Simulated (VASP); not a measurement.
A run of VASP 6.6.1 is set up as follows.

File INCAR:

```
  PREC = Accurate
  ENCUT = 520
  EDIFF = 1E-7
  ISMEAR = 0
  SIGMA = 0.01
  LREAL = F
  LASPH = T
  NELM = 80
  ALGO = Normal
  ISIF = 2
  LWAVE = F
  LCHARG = T
  GGA = PE
  LELF = T
  LVHAR = T
  NBANDS = 16
```

File KPOINTS:

```
regular mesh
0
Gamma
  4 4 4
```

File POSCAR:

```
SiC3
1.0
    2.6998951775      0.0000000000      0.0000000000
    0.0000000000      2.6998951775      0.0000000000
    0.0000000000      0.0000000000      3.9488936852
C Si
3 1
Direct
    0.5000000000      0.0000000000      0.7862689766
    0.5000000000      0.5000000000      0.0000000000
    0.0000000000      0.5000000000      0.2137310234
    0.0000000000      0.0000000000      0.5000000000
```

Potentials or basis: VASP PAW PBE potentials, release 64 (C, Si).

Command:

```bash
$ cat potpaw_PBE.64/C/POTCAR potpaw_PBE.64/Si/POTCAR > POTCAR
$ mpirun -np 1 vasp_std > vasp.out
```

**Question.** Estimate the band gap on the k mesh.

**Answer.** 1.54 eV, indirect (least direct gap 1.87 eV).

**Question.** Predict the largest force.

**Answer.** 0.923 eV/Å.

**Question.** What does it give for the pressure?

**Answer.** 41.7 GPa.

Forces on the atoms (eV/Å):
```
C    0.000  0.000  0.923
C    0.000  0.000  0.000
C    0.000  0.000 -0.923
Si   0.000  0.000  0.000
```

Caveat: the k points lie up to 0.58 Å⁻¹ apart. A k mesh can miss the band edges.
